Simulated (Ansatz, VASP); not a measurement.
# One calculation of HfB2, two programs

Contents of INCAR:

```
SYSTEM = HfB2
PREC = Accurate
ENCUT = 420
EDIFF = 1E-8
ISMEAR = -1
SIGMA = 0.05
LREAL = .FALSE.
LASPH = .TRUE.
NELM = 120
ALGO = Normal
ISIF = 2
LWAVE = .FALSE.
LCHARG = .FALSE.
GGA = PE
LEFG = .TRUE.
NBANDS = 15
GGA_COMPAT = .FALSE.
```

File KPOINTS:

```
regular mesh
0
G
  13 13 11
  0 0 0
```

The input POSCAR:

```
HfB2
1.0
    3.0772000985      0.0000000000      0.0000000000
   -1.5386000493      2.6649334578      0.0000000000
    0.0000000000      0.0000000000      3.4800000000
Hf B
1 2
Direct
    0.0000000000      0.0000000000      0.0000000000
    0.3333333333      0.6666666667      0.5000000000
    0.6666666667      0.3333333333      0.5000000000
```

Input for Ansatz:

```yaml
crystal:
  lattice:
    - [3.0772000985, 0.0, 0.0]
    - [-1.5386000493, 2.6649334578, 0.0]
    - [0.0, 0.0, 3.48]
  atoms:
    - { symbol: Hf, position: [0.0, 0.0, 0.0] }
    - { symbol: B, position: [0.3333333333, 0.6666666667, 0.5] }
    - { symbol: B, position: [0.6666666667, 0.3333333333, 0.5] }
kpoints:
  mp_grid: { grid: [13, 13, 11] }
scf:
  occupations: { method: fermi_dirac, width: 0.05 }
hamiltonian:
  xc: pbe
  pseudopotentials: { kind: all_electron, datasets: crystal }
output:
  forces: true
  stress: true
  eigenvalues: true
  efg: { contact_densities: true }
```

Change from the starting cell: equal xx and yy strain of -2 %, crystal datasets.

Alike in both runs: task electric field gradients; functional PBE; k mesh 13 × 13 × 11; occupations fermi-dirac, width 0.05 eV; no spin polarisation.

|  | VASP | Ansatz |
| --- | --- | --- |
| version | VASP 6.6.1 | Ansatz 0.2.0 |
| potentials or method | VASP PAW PBE potentials, release 64 (Hf_pv, B), cutoff 420 eV | all-electron PAW with datasets made for the crystal, scalar-relativistic |

|  | VASP | Ansatz | Ansatz less VASP |
| --- | --- | --- | --- |
| size of Vzz on the site where it differs most (V/Å²) | 82.5 | 118.4 | +35.85 |

Ansatz ran all-electron here, and VASP with PAW potentials.

Neither program's run includes spin-orbit coupling.
